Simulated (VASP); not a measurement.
# Bi2S in VASP: a series of runs

Bi2S is run at these levels: PBE; tasks: single point.

Everything below comes from runs of VASP 6.6.1. Logs are shortened: lines on timing, memory, paths and dates and some standing lists are left out, and cuts for length are marked.

## 1. The cell of the first run

The typed cell holds 6 atoms: a = 6.924 Å, b = 6.924 Å, c = 4.413 Å, α = 90.00°, β = 90.00°, γ = 120.00°.

The cell was built from a structure type or drawn by symmetry, and may not be a known phase.

## 2. Single point, PBE

INCAR

```
PREC = Accurate
ENCUT = 520
EDIFF = 1E-7
ISMEAR = 0
SIGMA = 0.1
LREAL = F
LASPH = T
NELM = 100
ALGO = Normal
ISIF = 2
LWAVE = F
LCHARG = T
GGA = PE
LELF = T
LVHAR = T
NBANDS = 45
```

KPOINTS

```
regular mesh
0
Gamma
  3 3 4
```

POSCAR

```
Bi2S
1.0
    6.9244187543      0.0000000000      0.0000000000
   -3.4622093772      5.9967225477      0.0000000000
    0.0000000000      0.0000000000      4.4127029212
Bi S
4 2
Direct
    0.5000000000      0.0000000000      0.0000000000
    0.0000000000      0.5000000000      0.0000000000
    0.5000000000      0.5000000000      0.0000000000
    0.0000000000      0.0000000000      0.0000000000
    0.3333333333      0.6666666667      0.5001069609
    0.6666666667      0.3333333333      0.4998930391
```

Potentials or basis: VASP PAW PBE potentials, release 64 (Bi_d, S).

The run is started by

```console
> cat potpaw_PBE.64/Bi_d/POTCAR potpaw_PBE.64/S/POTCAR > POTCAR
> mpirun -np 1 vasp_std > vasp.out
```

OUTCAR:

```text
PREC = Accurate
   ENCUT = 520
   EDIFF = 1E-7
   ISMEAR = 0
   LREAL = F
   LASPH = T
   NELM = 100
   ISIF = 2
   GGA = PE

 ion  position               nearest neighbor table
   1  0.500  0.000  0.000-   5 2.98   6 2.98   5 2.98   6 2.98   4 3.46   4 3.46   2 3.46   2 3.46
                             3 3.46   3 3.46
   2  0.000  0.500  0.000-   5 2.98   6 2.98   5 2.98   6 2.98   3 3.46   3 3.46   1 3.46   1 3.46
                             4 3.46   4 3.46
   3  0.500  0.500  0.000-   5 2.98   6 2.98   5 2.98   6 2.98   2 3.46   2 3.46   4 3.46   4 3.46
                             1 3.46   1 3.46
   4  0.000  0.000  0.000-   1 3.46   1 3.46   3 3.46   3 3.46   2 3.46   2 3.46
   5  0.333  0.667  0.500-   2 2.98   1 2.98   3 2.98   2 2.98   1 2.98   3 2.98
   6  0.667  0.333  0.500-   2 2.98   1 2.98   3 2.98   2 2.98   1 2.98   3 2.98

  LATTYP: Found a hexagonal cell.
 ALAT       =     6.9244187543
 C/A-ratio  =     0.6372669068

  Lattice vectors:

 A1 = (   6.9244187543,   0.0000000000,   0.0000000000)
 A2 = (  -3.4622093772,   5.9967225477,   0.0000000000)
 A3 = (   0.0000000000,   0.0000000000,   4.4127029212)

Analysis of symmetry for initial positions (statically):
=====================================================================
 Subroutine PRICEL returns:
 Original cell was already a primitive cell.

 Routine SETGRP: Setting up the symmetry group for a
 hexagonal supercell.

 Subroutine GETGRP returns: Found 12 space group operations
 (whereof 12 operations were pure point group operations)
 out of a pool of 24 trial point group operations.

The static configuration has the point symmetry D_3d.

Analysis of symmetry for dynamics (positions and initial velocities):
=====================================================================
 Subroutine PRICEL returns:
 Original cell was already a primitive cell.

 Routine SETGRP: Setting up the symmetry group for a
 hexagonal supercell.

 Subroutine GETGRP returns: Found 12 space group operations
 (whereof 12 operations were pure point group operations)
 out of a pool of 24 trial point group operations.

The dynamic configuration has the point symmetry D_3d.

 Subroutine INISYM returns: Found 12 space group operations
 (whereof 12 operations are pure point group operations),
 and found     1 'primitive' translations

----------------------------------------------------------------------------------------

                                     Primitive cell

  volume of cell :     183.2323

  direct lattice vectors                    reciprocal lattice vectors
     6.924418754  0.000000000  0.000000000     0.144416454  0.083378878  0.000000000
    -3.462209377  5.996722548  0.000000000     0.000000000  0.166757757  0.000000000
     0.000000000  0.000000000  4.412702921     0.000000000  0.000000000  0.226618473

  length of vectors
     6.924418754  6.924418754  4.412702921     0.166757757  0.166757757  0.226618473

  position of ions in fractional coordinates (direct lattice)
     0.500000000  0.000000000  0.000000000
     0.000000000  0.500000000  0.000000000
     0.500000000  0.500000000  0.000000000
     0.000000000  0.000000000  0.000000000
     0.333333333  0.666666667  0.500106961
     0.666666667  0.333333333  0.499893039

  ion indices of the primitive-cell ions
   primitive index   ion index
                 1           1
                 2           2
                 3           3
                 4           4
                 5           5
                 6           6

----------------------------------------------------------------------------------------

 KPOINTS: regular mesh

Automatic generation of k-mesh.
 Grid dimensions read from file:
 generate k-points for:    3    3    4

 Generating k-lattice:

  Cartesian coordinates                     Fractional coordinates (reciprocal lattice)
     0.048138818  0.027792959  0.000000000     0.333333333  0.000000000  0.000000000
     0.000000000  0.055585919  0.000000000     0.000000000  0.333333333  0.000000000
     0.000000000  0.000000000  0.056654618     0.000000000  0.000000000  0.250000000

  Length of vectors
     0.055585919  0.055585919  0.056654618

  Shift w.r.t. Gamma in fractional coordinates (k-lattice)
     0.000000000  0.000000000  0.000000000

 Subroutine IBZKPT returns following result:
 ===========================================

 Found     10 irreducible k-points:

 Following reciprocal coordinates:
            Coordinates               Weight
  0.000000  0.000000  0.000000      1.000000
  0.333333  0.000000  0.000000      6.000000
  0.333333  0.333333  0.000000      2.000000
  0.000000  0.000000  0.250000      2.000000
  0.333333  0.000000  0.250000      6.000000
  0.000000  0.333333  0.250000      6.000000
  0.333333  0.333333  0.250000      4.000000
  0.000000  0.000000  0.500000      1.000000
  0.333333  0.000000  0.500000      6.000000
  0.333333  0.333333  0.500000      2.000000
   k-points           NKPTS =     10   k-points in BZ     NKDIM =     10   number of bands    NBANDS=     45
   number of dos      NEDOS =    301   number of ions     NIONS =      6
   total plane-waves  NPLWV = 104976
   dimension x,y,z NGX =    54 NGY =   54 NGZ =   36
   dimension x,y,z NGXF=   108 NGYF=  108 NGZF=   72
   ions per type =               4   2
   NGX,Y,Z   is equivalent  to a cutoff of  12.96, 12.96, 13.56 a.u.
   NGXF,Y,Z  is equivalent  to a cutoff of  25.93, 25.93, 27.13 a.u.
 SYSTEM =  unknown system
   PREC   = accura    normal or accurate (medium, high low for compatibility)
   ISTART =      0    job   : 0-new  1-cont  2-samecut
   ICHARG =      2    charge: 1-file 2-atom 10-const
   ISPIN  =      1    spin polarized calculation?
   LNONCOLLINEAR =      F non collinear calculations
   LSORBIT =      F    spin-orbit coupling
   LASPH  =      T    aspherical Exc in radial PAW
   ENCUT  =  520.0 eV  38.22 Ry    6.18 a.u.  12.87 12.87  8.20*2*pi/ulx,y,z
   NELM   =    100;   NELMIN=  2; NELMDL= -5     # of ELM steps
   EDIFF  = 0.1E-06   stopping-criterion for ELM
   LREAL  =      F    real-space projection
   EDIFFG = 0.1E-05   stopping-criterion for IOM
   NSW    =      0    number of steps for IOM
   IBRION =     -1    ionic relax: 0-MD 1-quasi-New 2-CG
   NFREE  =      0    steps in history (QN), initial steepest desc. (CG)
   ISIF   =      2    stress and relaxation
   ISYM   =      2    0-nonsym 1-usesym 2-fastsym
   POTIM  = 0.5000    time-step for ionic-motion
   TEBEG  =    0.0;   TEEND  =   0.0 temperature during run
   PSTRESS=    0.0 pullay stress
   NELECT =      72.0000    total number of electrons
   NUPDOWN=      -1.0000    fix difference up-down
   EMIN   =  10.00;   EMAX   =-10.00  energy-range for DOS
   EFERMI =   0.00;   METHOD = LEGACY
   ISMEAR =     0;   SIGMA  =   0.10  broadening in eV -4-tet -1-fermi 0-gaus
   EFERMI_NEDOS =   21; number of points for ismear=-14 and -15
   IALGO  =     38    algorithm
   IMIX   =      4    mixing-type and parameters
     AMIX     =   0.40;   BMIX     =  1.00
     AMIX_MAG =   1.60;   BMIX_MAG =  1.00
  volume/ion in A,a.u.               =      30.54       206.09
  Fermi-wavevector in a.u.,A,eV,Ry     =   1.199090  2.265951 19.562676  1.437816
  Thomas-Fermi vector in A             =   2.334962
   LORBIT       =      0    0 simple, 1 ext, 2 COOP (PROOUT), +10 PAW based schemes
   GGA     = PE    functional components
   LHFCALC =     F    Hartree Fock is set to
   AEXX    =    0.0000 exact exchange contribution
   IVDW    =     0    specifies the selected vdW correction
   LEPSILON=     F    determine dielectric tensor
   LRPA    =     F    only Hartree local field effects (RPA)
 non-spin polarized calculation
 Gauss-broadening in eV      SIGMA  =   0.10
  energy-cutoff  :      520.00
  volume of cell :      183.23
 maximum number of plane-waves:      4959
 NGX is ok and might be reduce to    54

 number of electron      71.9999991 magnetization

 Free energy of the ion-electron system (eV)
  ---------------------------------------------------
  ext. energy  EPLUGINS =         0.00000000
  ---------------------------------------------------
  free energy    TOTEN  =       -23.30045174 eV

  energy without entropy =      -23.28795570  energy(sigma->0) =      -23.29420372

 E-fermi :   6.2444     XC(G=0):  -9.4801

 val. band max:        5.9579363577   @ k =   0.3333   0.0000   0.5000
 cond. band min:       6.2897425120   @ k =   0.0000   0.0000   0.2500
 fundamental gap:      0.3318061542
 Fermi energy:         6.2444476097

 k-point     1 :       0.0000    0.0000    0.0000
  band No.  band energies     occupation
      1     -17.3840      2.00000
      2     -17.3384      2.00000
      3     -17.3384      2.00000
      4     -17.3346      2.00000
      5     -17.2877      2.00000
      6     -17.2851      2.00000
[... 37 lines left out ...]
     44      10.4936      0.00000
     45      10.4936      0.00000

 k-point     2 :       0.3333    0.0000    0.0000
  band No.  band energies     occupation
      1     -17.3629      2.00000
      2     -17.3229      2.00000
      3     -17.3209      2.00000
      4     -17.3046      2.00000
      5     -17.2867      2.00000
      6     -17.2766      2.00000
[... 37 lines left out ...]
     44      10.0522      0.00000
     45      10.4344      0.00000

 k-point     3 :       0.3333    0.3333    0.0000
  band No.  band energies     occupation
      1     -17.3302      2.00000
      2     -17.3302      2.00000
      3     -17.3021      2.00000
      4     -17.3021      2.00000
      5     -17.2881      2.00000
      6     -17.2810      2.00000
[... 325 lines left out ...]
     44       9.8861      0.00000
     45      10.5607      0.00000

 k-point    10 :       0.3333    0.3333    0.5000
  band No.  band energies     occupation
      1     -17.3208      2.00000
      2     -17.3208      2.00000
      3     -17.3135      2.00000
      4     -17.3135      2.00000
      5     -17.2875      2.00000
      6     -17.2719      2.00000
[... 37 lines left out ...]
     44       9.1645      0.00000
     45      11.1170      0.00000

------------------------ aborting loop because EDIFF is reached ----------------------------------------

  FORCE on cell =-STRESS in cart. coord.  units (eV):
  Direction    XX          YY          ZZ          XY          YZ          ZX
  --------------------------------------------------------------------------------------
  -------------------------------------------------------------------------------------
  Total       -0.0218463     -0.0218463     -0.1017182      0.0000000      0.0000000      0.0000000
  in kB       -0.1910234     -0.1910234     -0.8894210      0.0000000      0.0000000      0.0000000
  external PRESSURE =      -0.4238226 kB  Pullay stress =       0.0000000 kB

 VOLUME and BASIS-vectors are now :
 -----------------------------------------------------------------------------
  energy-cutoff  :      520.00
  volume of cell :      183.23
      direct lattice vectors                 reciprocal lattice vectors
     6.924418754  0.000000000  0.000000000     0.144416454  0.083378878  0.000000000
    -3.462209377  5.996722548  0.000000000     0.000000000  0.166757757  0.000000000
     0.000000000  0.000000000  4.412702921     0.000000000  0.000000000  0.226618473

 POSITION                                       TOTAL-FORCE (eV/Angst)
 -----------------------------------------------------------------------------------
      3.46221      0.00000      0.00000        -0.000000      0.000000      0.000000
     -1.73110      2.99836      0.00000        -0.000000      0.000000      0.000000
      1.73110      2.99836      0.00000        -0.000000      0.000000      0.000000
      0.00000      0.00000      0.00000        -0.000000      0.000000      0.000000
     -0.00000      3.99782      2.20682        -0.000000      0.000000     -0.001567
      3.46221      1.99891      2.20588         0.000000     -0.000000      0.001567
 -----------------------------------------------------------------------------------
    total drift:                                0.000000     -0.000000      0.000000

  FREE ENERGIE OF THE ION-ELECTRON SYSTEM (eV)
  ---------------------------------------------------
  free  energy   TOTEN  =       -23.3004517410 eV

  energy  without entropy=      -23.2879557027  energy(sigma->0) =      -23.29420372
```

It took 55 s on 1 thread of Intel Xeon 6975P-C (Granite Rapids), shared host; peak memory 0.33 GiB.

What came out:

```yaml
Free_energy: -23.3005 eV
Pressure: 0.0 GPa
Band_gap_on_the_k_mesh: zero (bands 36 and 37 overlap by 1.45 eV)
```

Caveat: spin-orbit coupling is left out, which moves the levels of the heavy elements.

## 3. Single point, PBE

INCAR

```
ALGO = Normal ; EDIFF = 1E-6
ENCUT = 520 ; GGA = PE
ISIF = 2 ; ISMEAR = 0
LASPH = True ; LCHARG = False
LREAL = False ; LWAVE = False
NBANDS = 45 ; NELM = 60
PREC = Accurate ; SIGMA = 0.1
```

KPOINTS

```
k-points
0
Gamma
  6 6 8
```

POSCAR

```
Bi2S
1.0
    6.9604501704      0.0000000000      0.0000000000
   -3.4802250852      6.0279266693      0.0000000000
    0.0000000000      0.0000000000      4.3602715483
Bi S
4 2
Direct
    0.5000000000      0.0000000000      0.0000000000
    0.0000000000      0.5000000000      0.0000000000
    0.5000000000      0.5000000000      0.0000000000
    0.0000000000      0.0000000000      0.0000000000
    0.3333333333      0.6666666667      0.5000000000
    0.6666666667      0.3333333333      0.5000000000
```

Potentials or basis: VASP PAW PBE potentials, release 64 (Bi_d, S).

The run is started by

```console
> cat potpaw_PBE.64/Bi_d/POTCAR potpaw_PBE.64/S/POTCAR > POTCAR
> mpirun -np 1 vasp_std > vasp.out
```

It took 2.2 min on 1 thread of Intel Xeon 6975P-C (Granite Rapids), shared host; peak memory 0.41 GiB.

The run converged. Its results:

* Free energy: -23.3952 eV
* Pressure: -0.1 GPa
* Band gap on the k mesh: zero (bands 36 and 37 overlap by 1.93 eV)

Levels at points of the mesh, in eV from the Fermi level:
```csv
k point,band 34,band 35,band 36,band 37,band 38,band 39
"(0.00, 0.00, 0.00)",-2.10,-2.10,0.12,0.12,0.66,1.62
"(0.50, 0.00, 0.00)",-0.93,-0.77,-0.54,0.06,0.08,0.33
"(0.00, 0.00, 0.50)",-2.18,-1.50,0.71,1.36,1.36,1.95
"(0.50, 0.00, 0.50)",-1.46,-1.25,-1.08,-0.39,0.88,1.69
```

Caveat: spin-orbit coupling is left out, which moves the levels of the heavy elements.

## 4. Single point, PBE

This run uses another cell than the first one, of the same volume but with other edges.

INCAR

```
ALGO = Normal
EDIFF = 1E-7
ENCUT = 520
GGA = PE
ISIF = 2
ISMEAR = 0
LASPH = T
LCHARG = T
LELF = T
LREAL = F
LVHAR = T
LWAVE = F
NBANDS = 45
NELM = 80
PREC = Accurate
SIGMA = 0.1
```

KPOINTS

```
k-points
0
Gamma
  6 6 10
```

Edit POSCAR of step 3 so:

```diff
@@ -2,5 +2,5 @@
 1.0
-    6.9604501704      0.0000000000      0.0000000000
-   -3.4802250852      6.0279266693      0.0000000000
-    0.0000000000      0.0000000000      4.3602715483
+    6.9936576725      0.0000000000      0.0000000000
+   -3.4968288362      6.0566852097      0.0000000000
+    0.0000000000      0.0000000000      4.3226066866
 Bi S
```

The run is started by

```console
> cat potpaw_PBE.64/Bi_d/POTCAR potpaw_PBE.64/S/POTCAR > POTCAR
> mpirun -np 1 vasp_std > vasp.out
```

Run time: 3.5 min. Hardware: 1 thread of Intel Xeon 6975P-C (Granite Rapids), shared host; peak memory 0.44 GiB.

It converged, with:

| Item | Value |
| --- | --- |
| Free energy | -23.4274 eV |
| Pressure | -0.1 GPa |
| Band gap on the k mesh | zero (bands 36 and 37 overlap by 1.73 eV) |

Levels at points of the mesh, in eV from the Fermi level:
| k point | band 32 | band 33 | band 34 | band 35 | band 36 | band 37 | band 38 | band 39 | band 40 | band 41 |
| --- | --- | --- | --- | --- | --- | --- | --- | --- | --- | --- |
| (0.00, 0.00, 0.00) | -2.22 | -2.22 | -2.11 | -2.11 | 0.14 | 0.14 | 0.76 | 1.55 | 2.86 | 2.86 |
| (0.50, 0.00, 0.00) | -3.29 | -2.01 | -0.96 | -0.77 | -0.50 | 0.04 | 0.10 | 0.42 | 1.08 | 1.89 |
| (0.00, 0.00, 0.50) | -2.81 | -2.81 | -2.18 | -1.55 | 0.65 | 1.30 | 1.30 | 1.91 | 2.29 | 3.04 |
| (0.50, 0.00, 0.50) | -2.70 | -2.63 | -1.48 | -1.26 | -1.09 | -0.37 | 0.83 | 1.72 | 1.73 | 2.30 |

Caveat: spin-orbit coupling is left out, which moves the levels of the heavy elements.

## 5. Summary

| cell | k mesh | gap on the mesh (eV) | pressure (GPa) |
| --- | --- | --- | --- |
| a = 6.924, b = 6.924, c = 4.413 Å, angles 90.0, 90.0, 120.0°, 6 atoms | 3 × 3 × 4 | none | 0.0 |
| a = 6.960, b = 6.960, c = 4.360 Å, angles 90.0, 90.0, 120.0°, 6 atoms | 6 × 6 × 8 | none | -0.1 |
| a = 6.994, b = 6.994, c = 4.323 Å, angles 90.0, 90.0, 120.0°, 6 atoms | 6 × 6 × 10 | none | -0.1 |

Alike in all rows: task single point; level PBE; potentials or basis VASP PAW PBE potentials, release 64 (Bi_d, S); no spin polarisation; cutoff (eV) 520; smearing gaussian 0.1 eV.

Caveats: spin-orbit coupling is left out, which moves the levels of the heavy elements.

Total energies depend on the potentials used, so only differences within one code and one set of settings carry meaning.
